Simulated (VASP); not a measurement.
Write the native input for VASP 6.6.1 that does the following.

| Quantity | Value |
| --- | --- |
| Task | single point |
| Functional | PBE |
| Potentials or basis | VASP PAW PBE potentials, release 64 (Sn_d, Mn_pv) |
| Cutoff | 520 eV |
| k mesh | 10 × 10 × 10 |
| Occupations | gaussian, width 0.1 eV |
| Spin | no spin polarisation |
| Dipole correction | no |
| Further INCAR settings | ALGO = Fast; EDIFF = 1e-07; NBANDS = 36 |

The structure of MnSn3 lies in POSCAR:

```
MnSn3
1.0
    0.0000000000      3.6188635736      3.6188635736
    3.6188635736      0.0000000000      3.6188635736
    3.6188635736      3.6188635736      0.0000000000
Sn Mn
3 1
Direct
    0.2500000000      0.2500000000      0.2500000000
    0.7500000000      0.7500000000      0.7500000000
    0.5000000000      0.5000000000      0.5000000000
    0.0000000000      0.0000000000      0.0000000000
```

The input as run:

INCAR

```
PREC = Accurate
ENCUT = 520
EDIFF = 1E-7
ISMEAR = 0
SIGMA = 0.1
LREAL = False
LASPH = True
NELM = 60
ALGO = Fast
ISIF = 2
LWAVE = False
LCHARG = True
GGA = PE
LELF = True
LVHAR = True
NBANDS = 36
```

KPOINTS

```
regular mesh
0
Gamma
  10 10 10
```

Potentials or basis: VASP PAW PBE potentials, release 64 (Sn_d, Mn_pv).

Run with:

```sh
$ cat potpaw_PBE.64/Sn_d/POTCAR potpaw_PBE.64/Mn_pv/POTCAR > POTCAR
$ mpirun -np 1 vasp_std > vasp.out
```

Results of the run:

```yaml
Pressure: -4.7 GPa
Band_gap_on_the_k_mesh: zero (an odd number of electrons rules out a gap without spin polarisation)
```

Caveat: the cell stands under tension; spin-orbit coupling is left out, which moves the levels of the heavy elements; the run has no spin polarisation, though such a crystal can be magnetic.

Run time: 4.7 min on 1 thread of AMD EPYC 9R14 (Zen 4), on a shared host, peak memory 0.29 GiB.
